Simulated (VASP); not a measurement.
# SiC (F-43m) in VASP: further runs

The runs below take SiC through single point, relaxation of cell and atoms, with LDA.

All numbers are computed with VASP 6.6.1; they aren't measurements. Logs are shortened: lines on timing, memory, paths and dates and some standing lists are left out, and cuts for length are marked.

**Measured values to compare with.**

“Insight into the structural, elastic and electronic properties of a new orthorhombic 6O-SiC polytype”, 2020, pmc:7200658 quotes, for a bulk crystal of SiC: band gap 2.4 eV (indirect).

The results are compared with them further down.

## Step 1: The cell of the first run

Symmetry: F-43m, No. 216, cubic system. Conventional cell: a = 4.329 Å, b = 4.329 Å, c = 4.329 Å, α = 90.00°, β = 90.00°, γ = 90.00°. Within 2.5 Å of Si (site symmetry -43m) lie 4 C at 1.87 Å. Within 2.5 Å of C (site symmetry -43m) lie 4 Si at 1.87 Å.

## Step 2: Single point, LDA

Contents of INCAR:

```
PREC = Accurate
ENCUT = 600
EDIFF = 1E-6
ISMEAR = 0
SIGMA = 0.02
LREAL = False
LASPH = True
NELM = 120
ALGO = Normal
ISIF = 2
LWAVE = False
LCHARG = False
NBANDS = 11
GGA_COMPAT = False
```

Contents of KPOINTS:

```
Automatic mesh
0
Gamma
  10 10 10
```

Contents of POSCAR:

```
SiC
1.0
    0.0000000000      2.1644869282      2.1644869282
    2.1644869282      0.0000000000      2.1644869282
    2.1644869282      2.1644869282      0.0000000000
Si C
1 1
Direct
    0.0000000000      0.0000000000      0.0000000000
    0.2500000000      0.2500000000      0.2500000000
```

Potentials or basis: VASP PAW LDA potentials, release 64 (Si, C).

Started as:

```bash
$ cat potpaw_LDA.64/Si/POTCAR potpaw_LDA.64/C/POTCAR > POTCAR
$ mpirun -np 1 vasp_std > vasp.out
```

OUTCAR:

```text
PREC = Accurate
   ENCUT = 600
   EDIFF = 1E-6
   ISMEAR = 0
   LREAL = False
   LASPH = True
   NELM = 120
   ISIF = 2

 ion  position               nearest neighbor table
   1  0.000  0.000  0.000-   2 1.87   2 1.87   2 1.87   2 1.87
   2  0.250  0.250  0.250-   1 1.87   1 1.87   1 1.87   1 1.87

  LATTYP: Found a face centered cubic cell.
 ALAT       =     4.3289738564

  Lattice vectors:

 A1 = (   0.0000000000,   2.1644869282,   2.1644869282)
 A2 = (   2.1644869282,   0.0000000000,   2.1644869282)
 A3 = (   2.1644869282,   2.1644869282,   0.0000000000)

Analysis of symmetry for initial positions (statically):
=====================================================================
 Subroutine PRICEL returns:
 Original cell was already a primitive cell.

 Routine SETGRP: Setting up the symmetry group for a
 face centered cubic supercell.

 Subroutine GETGRP returns: Found 24 space group operations
 (whereof 24 operations were pure point group operations)
 out of a pool of 48 trial point group operations.

The static configuration has the point symmetry T_d .

Analysis of symmetry for dynamics (positions and initial velocities):
=====================================================================
 Subroutine PRICEL returns:
 Original cell was already a primitive cell.

 Routine SETGRP: Setting up the symmetry group for a
 face centered cubic supercell.

 Subroutine GETGRP returns: Found 24 space group operations
 (whereof 24 operations were pure point group operations)
 out of a pool of 48 trial point group operations.

The dynamic configuration has the point symmetry T_d .

 Subroutine INISYM returns: Found 24 space group operations
 (whereof 24 operations are pure point group operations),
 and found     1 'primitive' translations

----------------------------------------------------------------------------------------

                                     Primitive cell

  volume of cell :      20.2813

  direct lattice vectors                    reciprocal lattice vectors
     0.000000000  2.164486928  2.164486928    -0.231001626  0.231001626  0.231001626
     2.164486928  0.000000000  2.164486928     0.231001626 -0.231001626  0.231001626
     2.164486928  2.164486928  0.000000000     0.231001626  0.231001626 -0.231001626

  length of vectors
     3.061046769  3.061046769  3.061046769     0.400106553  0.400106553  0.400106553

  position of ions in fractional coordinates (direct lattice)
     0.000000000  0.000000000  0.000000000
     0.250000000  0.250000000  0.250000000

  ion indices of the primitive-cell ions
   primitive index   ion index
                 1           1
                 2           2

----------------------------------------------------------------------------------------

 KPOINTS: Automatic mesh

Automatic generation of k-mesh.
 Grid dimensions read from file:
 generate k-points for:   10   10   10

 Generating k-lattice:

  Cartesian coordinates                     Fractional coordinates (reciprocal lattice)
    -0.023100163  0.023100163  0.023100163     0.100000000  0.000000000  0.000000000
     0.023100163 -0.023100163  0.023100163     0.000000000  0.100000000  0.000000000
     0.023100163  0.023100163 -0.023100163     0.000000000  0.000000000  0.100000000

  Length of vectors
     0.040010655  0.040010655  0.040010655

  Shift w.r.t. Gamma in fractional coordinates (k-lattice)
     0.000000000  0.000000000  0.000000000

 Subroutine IBZKPT returns following result:
 ===========================================

 Found     47 irreducible k-points:

 Following reciprocal coordinates:
            Coordinates               Weight
  0.000000  0.000000  0.000000      1.000000
  0.100000  0.000000  0.000000      8.000000
  0.200000  0.000000  0.000000      8.000000
  0.300000  0.000000  0.000000      8.000000
  0.400000  0.000000  0.000000      8.000000
  0.500000  0.000000  0.000000      4.000000
[... 16 lines left out ...]
  0.300000  0.300000  0.000000      6.000000
  0.400000  0.300000  0.000000     24.000000
 [... further k-points ...]
   k-points           NKPTS =     47   k-points in BZ     NKDIM =     47   number of bands    NBANDS=     11
   number of dos      NEDOS =    301   number of ions     NIONS =      2
   total plane-waves  NPLWV =  13824
   dimension x,y,z NGX =    24 NGY =   24 NGZ =   24
   dimension x,y,z NGXF=    48 NGYF=   48 NGZF=   48
   ions per type =               1   1
   NGX,Y,Z   is equivalent  to a cutoff of  13.03, 13.03, 13.03 a.u.
   NGXF,Y,Z  is equivalent  to a cutoff of  26.07, 26.07, 26.07 a.u.
 SYSTEM =  unknown system
   PREC   = accura    normal or accurate (medium, high low for compatibility)
   ISTART =      0    job   : 0-new  1-cont  2-samecut
   ICHARG =      2    charge: 1-file 2-atom 10-const
   ISPIN  =      1    spin polarized calculation?
   LNONCOLLINEAR =      F non collinear calculations
   LSORBIT =      F    spin-orbit coupling
   LASPH  =      T    aspherical Exc in radial PAW
   ENCUT  =  600.0 eV  44.10 Ry    6.64 a.u.   6.11  6.11  6.11*2*pi/ulx,y,z
   NELM   =    120;   NELMIN=  2; NELMDL= -5     # of ELM steps
   EDIFF  = 0.1E-05   stopping-criterion for ELM
   LREAL  =      F    real-space projection
   EDIFFG = 0.1E-04   stopping-criterion for IOM
   NSW    =      0    number of steps for IOM
   IBRION =     -1    ionic relax: 0-MD 1-quasi-New 2-CG
   NFREE  =      0    steps in history (QN), initial steepest desc. (CG)
   ISIF   =      2    stress and relaxation
   ISYM   =      2    0-nonsym 1-usesym 2-fastsym
   POTIM  = 0.5000    time-step for ionic-motion
   TEBEG  =    0.0;   TEEND  =   0.0 temperature during run
   PSTRESS=    0.0 pullay stress
   NELECT =       8.0000    total number of electrons
   NUPDOWN=      -1.0000    fix difference up-down
   EMIN   =  10.00;   EMAX   =-10.00  energy-range for DOS
   EFERMI =   0.00;   METHOD = LEGACY
   ISMEAR =     0;   SIGMA  =   0.02  broadening in eV -4-tet -1-fermi 0-gaus
   EFERMI_NEDOS =   21; number of points for ismear=-14 and -15
   IALGO  =     38    algorithm
   IMIX   =      4    mixing-type and parameters
     AMIX     =   0.40;   BMIX     =  1.00
     AMIX_MAG =   1.60;   BMIX_MAG =  1.00
  volume/ion in A,a.u.               =      10.14        68.43
  Fermi-wavevector in a.u.,A,eV,Ry     =   1.200623  2.268848 19.612726  1.441495
  Thomas-Fermi vector in A             =   2.336454
   LORBIT       =      0    0 simple, 1 ext, 2 COOP (PROOUT), +10 PAW based schemes
   GGA     = CA    functional components
   LHFCALC =     F    Hartree Fock is set to
   AEXX    =    0.0000 exact exchange contribution
   IVDW    =     0    specifies the selected vdW correction
   LEPSILON=     F    determine dielectric tensor
   LRPA    =     F    only Hartree local field effects (RPA)
 non-spin polarized calculation
 Gauss-broadening in eV      SIGMA  =   0.02
  energy-cutoff  :      600.00
  volume of cell :       20.28
 maximum number of plane-waves:       700
   NGX = 13   NGY = 13   NGZ = 13

 number of electron       8.0000000 magnetization

 Free energy of the ion-electron system (eV)
  ---------------------------------------------------
  ext. energy  EPLUGINS =         0.00000000
  ---------------------------------------------------
  free energy    TOTEN  =       -16.64463019 eV

  energy without entropy =      -16.64463019  energy(sigma->0) =      -16.64463019

 E-fermi :   8.3869     XC(G=0): -11.6421

 val. band max:        8.2904992689   @ k =   0.0000   0.0000   0.0000
 cond. band min:       9.5782777800   @ k =   0.5000   0.5000   0.0000
 fundamental gap:      1.2877785110
 Fermi energy:         8.3869174916

 k-point     1 :       0.0000    0.0000    0.0000
  band No.  band energies     occupation
      1      -7.1826      2.00000
      2       8.2905      2.00000
      3       8.2905      2.00000
      4       8.2905      2.00000
      5      14.8187      0.00000
      6      15.6216      0.00000
      7      15.6216      0.00000
      8      15.6216      0.00000
      9      22.8674      0.00000
     10      22.8674      0.00000
     11      24.7745      0.00000

 k-point     2 :       0.1000    0.0000    0.0000
  band No.  band energies     occupation
      1      -6.9835      2.00000
      2       7.2895      2.00000
      3       8.1554      2.00000
      4       8.1554      2.00000
      5      14.9888      0.00000
      6      15.8666      0.00000
      7      15.8666      0.00000
      8      15.9594      0.00000
      9      21.8891      0.00000
     10      21.8891      0.00000
     11      24.5293      0.00000

 k-point     3 :       0.2000    0.0000    0.0000
  band No.  band energies     occupation
      1      -6.3942      2.00000
      2       5.1612      2.00000
      3       7.8461      2.00000
      4       7.8461      2.00000
      5      14.6292      0.00000
      6      16.2222      0.00000
      7      16.2222      0.00000
      8      17.1800      0.00000
      9      21.2111      0.00000
     10      21.2111      0.00000
     11      23.6641      0.00000

 k-point     4 :       0.3000    0.0000    0.0000
  band No.  band energies     occupation
      1      -5.4481      2.00000
      2       2.8193      2.00000
      3       7.5281      2.00000
      4       7.5281      2.00000
      5      14.2172      0.00000
      6      16.0665      0.00000
      7      16.0665      0.00000
      8      18.0919      0.00000
      9      22.0439      0.00000
     10      22.0439      0.00000
     11      23.4251      0.00000
[... 239 lines left out ...]
 k-point    22 :      -0.2000    0.2000    0.0000
  band No.  band energies     occupation
      1      -5.1312      2.00000
      2       3.4983      2.00000
      3       5.0159      2.00000
      4       7.6410      2.00000
      5      14.8545      0.00000
      6      16.4069      0.00000
      7      16.6833      0.00000
      8      17.5028      0.00000
      9      19.8250      0.00000
     10      23.7097      0.00000
     11      27.5524      0.00000

 k-point    23 :       0.3000    0.3000    0.0000
  band No.  band energies     occupation
      1      -4.8614      2.00000
      2       3.9794      2.00000
      3       5.8920      2.00000
      4       5.8920      2.00000
      5      11.4166      0.00000
      6      13.8634      0.00000
      7      19.8657      0.00000
      8      19.8657      0.00000
      9      20.8211      0.00000
     10      25.4664      0.00000
     11      30.0668      0.00000

 k-point    24 :       0.4000    0.3000    0.0000
  band No.  band energies     occupation
      1      -3.9671      2.00000
      2       2.7335      2.00000
      3       5.0848      2.00000
      4       5.6265      2.00000
      5      11.1094      0.00000
      6      13.8760      0.00000
      7      19.9891      0.00000
      8      20.2579      0.00000
      9      22.1105      0.00000
     10      26.4380      0.00000
     11      29.7129      0.00000

 [... further k-points ...]
[... 5 lines left out ...]
  --------------------------------------------------------------------------------------
  -------------------------------------------------------------------------------------
  Total        0.0329885      0.0329885      0.0329885      0.0000000      0.0000000      0.0000000
  in kB        2.6060224      2.6060224      2.6060224      0.0000000      0.0000000      0.0000000
  external PRESSURE =       2.6060224 kB  Pullay stress =       0.0000000 kB

 VOLUME and BASIS-vectors are now :
 -----------------------------------------------------------------------------
  energy-cutoff  :      600.00
  volume of cell :       20.28
      direct lattice vectors                 reciprocal lattice vectors
     0.000000000  2.164486928  2.164486928    -0.231001626  0.231001626  0.231001626
     2.164486928  0.000000000  2.164486928     0.231001626 -0.231001626  0.231001626
     2.164486928  2.164486928  0.000000000     0.231001626  0.231001626 -0.231001626

 POSITION                                       TOTAL-FORCE (eV/Angst)
 -----------------------------------------------------------------------------------
      0.00000      0.00000      0.00000        -0.000000     -0.000000      0.000000
      1.08224      1.08224      1.08224         0.000000      0.000000      0.000000
 -----------------------------------------------------------------------------------
    total drift:                                0.000000      0.000000      0.000000

  FREE ENERGIE OF THE ION-ELECTRON SYSTEM (eV)
  ---------------------------------------------------
  free  energy   TOTEN  =       -16.6446301891 eV

  energy  without entropy=      -16.6446301891  energy(sigma->0) =      -16.64463019
```

Wall time 6.5 s (1 thread of Intel Xeon 8259CL, shared host); peak memory 0.13 GiB.

What came out:

- Free energy: -16.6446 eV
- Pressure: 0.3 GPa
- Band gap on the k mesh: 1.29 eV (least direct gap 4.52 eV)

Levels at points of the mesh, in eV from the valence-band top:
| k point | band 1 | band 2 | band 3 | band 4 | band 5 | band 6 | band 7 | band 8 |
| --- | --- | --- | --- | --- | --- | --- | --- | --- |
| (0.00, 0.00, 0.00) | -15.47 | 0.00 | 0.00 | 0.00 | 6.53 | 7.33 | 7.33 | 7.33 |
| (0.50, 0.00, 0.00) | -11.78 | -8.67 | -1.06 | -1.06 | 5.57 | 7.21 | 7.21 | 10.03 |
| (0.50, 0.50, 0.00) | -10.28 | -7.88 | -3.23 | -3.23 | 1.29 | 4.26 | 14.06 | 14.06 |

(Part 1 of 2 ends here.)
